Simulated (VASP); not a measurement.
# W (Im-3m) in VASP: further runs

W is run at these levels: PBE, r2SCAN; tasks: single point.

All numbers are computed with VASP 6.6.1; they aren't measurements. Logs are shortened: lines on timing, memory, paths and dates and some standing lists are left out, and cuts for length are marked.

## 1. The cell of the first run

Symmetry: Im-3m, No. 229, cubic system. The conventional cell has a = 3.184 Å, b = 3.184 Å, c = 3.184 Å, α = 90.00°, β = 90.00°, γ = 90.00°. W (site symmetry m-3m) has 14 W at 2.76 to 3.18 Å within 3.6 Å.

## 2. Single point, PBE

Input file INCAR:

```
SYSTEM = W
PREC = Accurate ; ENCUT = 520
EDIFF = 1E-7 ; ISMEAR = -1
SIGMA = 0.02 ; LREAL = .False.
LASPH = .True. ; NELM = 80
ALGO = Normal ; ISIF = 2
LWAVE = .False. ; LCHARG = .False.
GGA = PE ; NBANDS = 13
```

Input file KPOINTS:

```
regular mesh
0
Gamma
  10 10 10
  0 0 0
```

Input file POSCAR:

```
W
1.0
   -1.5920723131      1.5920723131      1.5920723131
    1.5920723131     -1.5920723131      1.5920723131
    1.5920723131      1.5920723131     -1.5920723131
W
1
Direct
    0.0000000000      0.0000000000      0.0000000000
```

Potentials or basis: VASP PAW PBE potentials, release 64 (W_sv).

Started as:

```
cat potpaw_PBE.64/W_sv/POTCAR > POTCAR
mpirun -np 1 vasp_std > vasp.out
```

OUTCAR:

```text
SYSTEM = W
   PREC = Accurate
   ENCUT = 520
   EDIFF = 1E-7
   ISMEAR = -1
   LREAL = .False.
   LASPH = .True.
   NELM = 80
   ISIF = 2
   GGA = PE

 ion  position               nearest neighbor table
   1  0.000  0.000  0.000-

  LATTYP: Found a body centered cubic cell.
 ALAT       =     3.1841446262

  Lattice vectors:

 A1 = (  -1.5920723131,   1.5920723131,   1.5920723131)
 A2 = (   1.5920723131,  -1.5920723131,   1.5920723131)
 A3 = (   1.5920723131,   1.5920723131,  -1.5920723131)

Analysis of symmetry for initial positions (statically):
=====================================================================
 Subroutine PRICEL returns:
 Original cell was already a primitive cell.

 Routine SETGRP: Setting up the symmetry group for a
 body centered cubic supercell.

 Subroutine GETGRP returns: Found 48 space group operations
 (whereof 48 operations were pure point group operations)
 out of a pool of 48 trial point group operations.

The static configuration has the point symmetry O_h .

Analysis of symmetry for dynamics (positions and initial velocities):
=====================================================================
 Subroutine PRICEL returns:
 Original cell was already a primitive cell.

 Routine SETGRP: Setting up the symmetry group for a
 body centered cubic supercell.

 Subroutine GETGRP returns: Found 48 space group operations
 (whereof 48 operations were pure point group operations)
 out of a pool of 48 trial point group operations.

The dynamic configuration has the point symmetry O_h .

 Subroutine INISYM returns: Found 48 space group operations
 (whereof 48 operations are pure point group operations),
 and found     1 'primitive' translations

----------------------------------------------------------------------------------------

                                     Primitive cell

  volume of cell :      16.1417

  direct lattice vectors                    reciprocal lattice vectors
    -1.592072313  1.592072313  1.592072313     0.000000000  0.314056086  0.314056086
     1.592072313 -1.592072313  1.592072313     0.314056086  0.000000000  0.314056086
     1.592072313  1.592072313 -1.592072313     0.314056086  0.314056086  0.000000000

  length of vectors
     2.757550136  2.757550136  2.757550136     0.444142377  0.444142377  0.444142377

  position of ions in fractional coordinates (direct lattice)
     0.000000000  0.000000000  0.000000000

  ion indices of the primitive-cell ions
   primitive index   ion index
                 1           1
[... 74 lines left out ...]
   EDIFFG = 0.1E-05   stopping-criterion for IOM
   NSW    =      0    number of steps for IOM
   IBRION =     -1    ionic relax: 0-MD 1-quasi-New 2-CG
   NFREE  =      0    steps in history (QN), initial steepest desc. (CG)
   ISIF   =      2    stress and relaxation
   ISYM   =      2    0-nonsym 1-usesym 2-fastsym
   POTIM  = 0.5000    time-step for ionic-motion
   TEBEG  =    0.0;   TEEND  =   0.0 temperature during run
   PSTRESS=    0.0 pullay stress
   NELECT =      14.0000    total number of electrons
   NUPDOWN=      -1.0000    fix difference up-down
   EMIN   =  10.00;   EMAX   =-10.00  energy-range for DOS
   EFERMI =   0.00;   METHOD = LEGACY
   ISMEAR =    -1;   SIGMA  =   0.02  broadening in eV -4-tet -1-fermi 0-gaus
   EFERMI_NEDOS =   21; number of points for ismear=-14 and -15
   IALGO  =     38    algorithm
   IMIX   =      4    mixing-type and parameters
     AMIX     =   0.40;   BMIX     =  1.00
     AMIX_MAG =   1.60;   BMIX_MAG =  1.00
  volume/ion in A,a.u.               =      16.14       108.93
  Fermi-wavevector in a.u.,A,eV,Ry     =   1.561234  2.950305 33.163551  2.437452
  Thomas-Fermi vector in A             =   2.664329
   LORBIT       =      0    0 simple, 1 ext, 2 COOP (PROOUT), +10 PAW based schemes
   GGA     = PE    functional components
   LHFCALC =     F    Hartree Fock is set to
   AEXX    =    0.0000 exact exchange contribution
   IVDW    =     0    specifies the selected vdW correction
   LEPSILON=     F    determine dielectric tensor
   LRPA    =     F    only Hartree local field effects (RPA)
 non-spin polarized calculation
  energy-cutoff  :      520.00
  volume of cell :       16.14
 maximum number of plane-waves:       466
 NGX is ok and might be reduce to    24
   NGX = 11   NGY = 11   NGZ = 11

 number of electron      14.0000002 magnetization

 Free energy of the ion-electron system (eV)
  ---------------------------------------------------
  ext. energy  EPLUGINS =         0.00000000
  ---------------------------------------------------
  free energy    TOTEN  =       -12.94863225 eV

  energy without entropy =      -12.94790094  energy(sigma->0) =      -12.94826660

 E-fermi :  11.3634     XC(G=0): -13.5406

 val. band max:       11.2404588234   @ k =   0.5000   0.5000   0.2000
 cond. band min:      11.3946406210   @ k =   0.1000   0.1000   0.0000
 fundamental gap:      0.1541817977
 Fermi energy:        11.3633832968

 k-point     1 :       0.0000    0.0000    0.0000
  band No.  band energies     occupation
      1     -63.0396      2.00000
      2     -26.6264      2.00000
      3     -26.6264      2.00000
      4     -26.6264      2.00000
      5       1.6466      2.00000
      6       9.9753      2.00000
      7       9.9753      2.00000
      8       9.9753      2.00000
      9      13.3955      0.00000
     10      13.3955      0.00000
     11      25.6600      0.00000
     12      25.6600      0.00000
     13      25.6600      0.00000
[... 354 lines left out ...]
  band No.  band energies     occupation
      1     -62.9491      2.00000
      2     -27.4231      2.00000
      3     -26.9318      2.00000
      4     -26.7226      2.00000
      5       5.0213      2.00000
      6       8.8017      2.00000
      7       9.1419      2.00000
      8      11.9794      0.00000
      9      13.5851      0.00000
     10      14.3580      0.00000
     11      24.7862      0.00000
     12      27.3324      0.00000
     13      31.4276      0.00000

 [... further k-points ...]
[... 5 lines left out ...]
  --------------------------------------------------------------------------------------
  -------------------------------------------------------------------------------------
  Total        0.0490653      0.0490653      0.0490653      0.0000000      0.0000000      0.0000000
  in kB        4.8700840      4.8700840      4.8700840      0.0000000      0.0000000      0.0000000
  external PRESSURE =       4.8700840 kB  Pullay stress =       0.0000000 kB

 VOLUME and BASIS-vectors are now :
 -----------------------------------------------------------------------------
  energy-cutoff  :      520.00
  volume of cell :       16.14
      direct lattice vectors                 reciprocal lattice vectors
    -1.592072313  1.592072313  1.592072313     0.000000000  0.314056086  0.314056086
     1.592072313 -1.592072313  1.592072313     0.314056086  0.000000000  0.314056086
     1.592072313  1.592072313 -1.592072313     0.314056086  0.314056086  0.000000000

 POSITION                                       TOTAL-FORCE (eV/Angst)
 -----------------------------------------------------------------------------------
      0.00000      0.00000      0.00000         0.000000      0.000000      0.000000
 -----------------------------------------------------------------------------------
    total drift:                                0.000000      0.000000     -0.000000

  FREE ENERGIE OF THE ION-ELECTRON SYSTEM (eV)
  ---------------------------------------------------
  free  energy   TOTEN  =       -12.9486322516 eV

  energy  without entropy=      -12.9479009442  energy(sigma->0) =      -12.94826660
```

OSZICAR:

```text
N       E                     dE             d eps       ncg     rms          rms(c)
DAV:   1     0.839663787027E+02    0.83966E+02   -0.75047E+03  1222   0.122E+03
DAV:   2    -0.119887452949E+02   -0.95955E+02   -0.92355E+02  1342   0.313E+02
DAV:   3    -0.135795793352E+02   -0.15908E+01   -0.15866E+01  1327   0.395E+01
DAV:   4    -0.135856402390E+02   -0.60609E-02   -0.60608E-02  1362   0.272E+00
DAV:   5    -0.135856919362E+02   -0.51697E-04   -0.51698E-04  1342   0.235E-01    0.202E+01
DAV:   6    -0.130832840527E+02    0.50241E+00   -0.42521E-01  1277   0.870E+00    0.797E+00
DAV:   7    -0.129530622605E+02    0.13022E+00   -0.21757E-01  1332   0.591E+00    0.670E-01
DAV:   8    -0.129486135919E+02    0.44487E-02   -0.40640E-03  1252   0.809E-01    0.986E-02
DAV:   9    -0.129486402756E+02   -0.26684E-04   -0.50220E-05  1347   0.836E-02    0.593E-02
DAV:  10    -0.129486318417E+02    0.84340E-05   -0.10740E-05  1317   0.468E-02    0.990E-03
DAV:  11    -0.129486324685E+02   -0.62683E-06   -0.19875E-07  1125   0.516E-03    0.888E-04
DAV:  12    -0.129486322717E+02    0.19683E-06   -0.89830E-09   636   0.113E-03    0.996E-05
DAV:  13    -0.129486322516E+02    0.20065E-07   -0.89450E-10   611   0.420E-04
   1 F= -.12948632E+02 E0= -.12948267E+02  d E =-.731307E-03
```

stdout:

```text
POSCAR found type information on POSCAR W
 POSCAR found :  1 types and       1 ions
 scaLAPACK will be used
 LDA part: xc-table for (Slater+PW92), standard interpolation
 POSCAR, INCAR and KPOINTS ok, starting setup
 FFT: planning ... GRIDC
 FFT: planning ... GRID_SOFT
 FFT: planning ... GRID
 WAVECAR not read
 entering main loop
```

Wall time 6.8 s (1 thread of Intel Xeon Platinum 8259CL at 2.50GHz (Skylake/Cascade Lake), shared host); peak memory 0.14 GiB.

What came out:

```yaml
Free_energy: -12.9486 eV
Pressure: 0.5 GPa
Band_gap_on_the_k_mesh: zero (band 7 reaches 16.21 eV, above the bottom of band 8 at 9.98 eV)
```

Caveat: spin-orbit coupling is left out, which moves the levels of the heavy elements.

## 3. Single point, PBE

This run uses another cell than the first one, of 15.90 Å³/atom, 0.985 times its volume.

Input file INCAR:

```
SYSTEM = W
ALGO = Normal
EDIFF = 1E-6
ENCUT = 520
GGA = PE
ISIF = 2
ISMEAR = -1
LASPH = .TRUE.
LCHARG = .TRUE.
LELF = .TRUE.
LREAL = .FALSE.
LVHAR = .TRUE.
LWAVE = .FALSE.
NBANDS = 13
NELM = 60
PREC = Accurate
SIGMA = 0.02
```

Input file KPOINTS:

```
k-points
0
G
  12 12 12
  0 0 0
```

Input file POSCAR:

```
W
1.0
   -1.5842368039      1.5842368039      1.5842368039
    1.5842368039     -1.5842368039      1.5842368039
    1.5842368039      1.5842368039     -1.5842368039
W
1
Direct
    0.0000000000      0.0000000000      0.0000000000
```

Potentials or basis: VASP PAW PBE potentials, release 64 (W_sv).

Started as:

```
cat potpaw_PBE.64/W_sv/POTCAR > POTCAR
mpirun -np 1 vasp_std > vasp.out
```

Run time: 9.1 s. Hardware: 1 thread of Intel Xeon Platinum 8259CL at 2.50GHz (Skylake/Cascade Lake), shared host; peak memory 0.13 GiB.

The run converged. Its results:

```
Free energy            : -12.9505 eV
Pressure               : 5.4 GPa
Band gap on the k mesh : zero (band 7 reaches 16.53 eV, above the bottom of band 8 at 10.17 eV)
```

Levels at points of the mesh, in eV from the Fermi level:
```tsv
k point	band 5	band 6	band 7	band 8	band 9	band 10
(0.00, 0.00, 0.00)	-9.51	-1.12	-1.12	-1.12	2.36	2.36
(0.50, 0.00, 0.00)	-6.15	-3.45	0.78	2.25	3.22	6.22
(0.50, 0.50, 0.50)	-5.70	-5.70	5.24	5.24	5.24	8.33
```

Caveat: spin-orbit coupling is left out, which moves the levels of the heavy elements.

## 4. Single point, r2SCAN

This run uses another cell than the first one, of 15.90 Å³/atom, 0.985 times its volume.

POSCAR is that of step 3.

Input file INCAR.step1:

```
SYSTEM = W
PREC     = Accurate       ! precision mode
ENCUT    = 520            ! plane-wave cutoff, eV
ISMEAR   = -1             ! smearing method
SIGMA    = 0.02           ! smearing width, eV
LREAL    = .FALSE.        ! projectors in reciprocal space
LASPH    = .TRUE.         ! aspherical terms in the spheres
NELM     = 60             ! most SCF steps
NBANDS   = 13             ! bands
GGA      = PE             ! functional
ALGO     = Normal         ! electronic algorithm
EDIFF    = 1E-4           ! SCF threshold, eV
LWAVE    = .TRUE.         ! write WAVECAR
LCHARG   = .FALSE.        ! write CHGCAR
```

Input file INCAR.step2:

```
SYSTEM = W
PREC     = Accurate       ! precision mode
ENCUT    = 520            ! plane-wave cutoff, eV
EDIFF    = 1E-6           ! SCF threshold, eV
ISMEAR   = -1             ! smearing method
SIGMA    = 0.02           ! smearing width, eV
LREAL    = .FALSE.        ! projectors in reciprocal space
LASPH    = .TRUE.         ! aspherical terms in the spheres
NELM     = 60             ! most SCF steps
ALGO     = Normal         ! electronic algorithm
ISIF     = 2              ! what is computed and relaxed
LWAVE    = .FALSE.        ! write WAVECAR
LCHARG   = .FALSE.        ! write CHGCAR
METAGGA  = R2SCAN         ! meta-GGA
LMIXTAU  = .TRUE.       
NBANDS   = 13             ! bands
ISTART   = 1
```

Input file KPOINTS:

```
Automatic mesh
0
G
  10 10 10
  0 0 0
```

Started as:

```
cat potpaw_PBE.64/W_sv/POTCAR > POTCAR
cp INCAR.step1 INCAR
mpirun -np 1 vasp_std > vasp.out
cp INCAR.step2 INCAR
mpirun -np 1 vasp_std > vasp.out
```

It took 27 s on 1 thread of Intel Xeon Platinum 8259CL at 2.50GHz (Skylake/Cascade Lake), shared host; peak memory 0.13 GiB.

Results (log left out):

| Property | Result |
| --- | --- |
| Free energy | -51.3426 eV |
| Pressure | 1.2 GPa |
| Band gap on the k mesh | zero (band 7 reaches 16.55 eV, above the bottom of band 8 at 9.96 eV) |

Levels at points of the mesh, in eV from the Fermi level:
| k point | band 4 | band 5 | band 6 | band 7 | band 8 | band 9 | band 10 | band 11 |
| --- | --- | --- | --- | --- | --- | --- | --- | --- |
| (0.00, 0.00, 0.00) | -39.18 | -10.30 | -1.47 | -1.47 | -1.47 | 2.35 | 2.35 | 15.07 |
| (0.50, 0.00, 0.00) | -39.19 | -6.73 | -3.92 | 0.33 | 2.19 | 3.24 | 6.12 | 11.41 |
| (0.50, 0.50, 0.50) | -40.13 | -6.19 | -6.19 | 5.12 | 5.12 | 5.12 | 8.33 | 8.33 |

Caveat: the PAW data sets were made with another functional, which shifts forces and pressure a little; spin-orbit coupling is left out, which moves the levels of the heavy elements.

(Part 1 of 2 ends here.)
